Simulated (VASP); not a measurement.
Input of a VASP 6.6.1 run:

The input INCAR:

```
SYSTEM = CsLiCr2Te2S3
PREC     = Accurate       ! precision mode
ENCUT    = 520            ! plane-wave cutoff, eV
EDIFF    = 1E-6           ! SCF threshold, eV
ISMEAR   = -1             ! smearing method
SIGMA    = 0.05           ! smearing width, eV
LREAL    = .False.        ! projectors in reciprocal space
LASPH    = .True.         ! aspherical terms in the spheres
NELM     = 150            ! most SCF steps
ALGO     = Normal         ! electronic algorithm
ISIF     = 2              ! what is computed and relaxed
LWAVE    = .False.        ! write WAVECAR
LCHARG   = .True.         ! write CHGCAR
ISPIN    = 2              ! spin polarisation
MAGMOM   = 0 0 3 3 0 0 0 0 0 ! initial moments
LORBIT   = 11             ! projections on sites
LMAXMIX  = 4              ! l up to which the mixer works
GGA      = RE             ! functional
LELF     = .True.         ! ELF
LVHAR    = .True.       
NBANDS   = 47             ! bands
```

File KPOINTS:

```
Automatic mesh
0
Gamma
  4 4 3
  0 0 0
```

Contents of POSCAR:

```
CsLiCr2Te2S3
1.0
    3.4216200000     -5.1806900000      0.0078400000
    3.4216200000      5.1806900000      0.0078400000
   -2.9041100000      0.0000000000      7.4309300000
Cs Li Cr Te S
1 1 2 2 3
Direct
    0.0937400000      0.0937400000      0.0085300000
    0.5887500000      0.5887500000      0.5533600000
    0.0564600000      0.4675500000      0.5579000000
    0.4675500000      0.0564600000      0.5579000000
    0.5648600000      0.8735700000      0.2903500000
    0.8735700000      0.5648600000      0.2903500000
    0.8115100000      0.3969700000      0.7334700000
    0.3969700000      0.8115100000      0.7334700000
    0.2140400000      0.2140400000      0.4837100000
```

Potentials or basis: VASP PAW PBE potentials, release 64 (Cs_sv, Li_sv, Cr_pv, Te, S).

Command:

```bash
$ cat potpaw_PBE.64/Cs_sv/POTCAR potpaw_PBE.64/Li_sv/POTCAR potpaw_PBE.64/Cr_pv/POTCAR potpaw_PBE.64/Te/POTCAR potpaw_PBE.64/S/POTCAR > POTCAR
$ mpirun -np 1 vasp_std > vasp.out
```

**Question.** Predict the largest force.

**Answer.** 0.123 eV/Å.

**Question.** Estimate the band gap on the k mesh.

**Answer.** Zero (filled and empty bands overlap).

**Question.** Estimate the site moments.

**Answer.** Cs -0.00; Li +0.00; Cr +2.32; Te -0.21; S -0.09 μB.

Forces in eV/Å, atoms in the order of the input:
```
Cs   0.022  0.000 -0.007
Li   0.022  0.000 -0.006
Cr  -0.042  0.024  0.006
Cr  -0.042 -0.024  0.006
Te   0.017 -0.047 -0.085
Te   0.017  0.047 -0.085
S    0.008  0.042  0.115
S    0.008 -0.042  0.115
S   -0.009  0.000 -0.058
```

Caveat: the PAW data sets were made with another functional, which shifts forces and pressure a little; spin-orbit coupling is left out, which moves the levels of the heavy elements; the run started ferromagnetic, and an antiferromagnetic order may lie lower in energy. With open d or f shells a metallic result of revPBE can be an artefact of self-interaction; +U or a hybrid may open a gap.
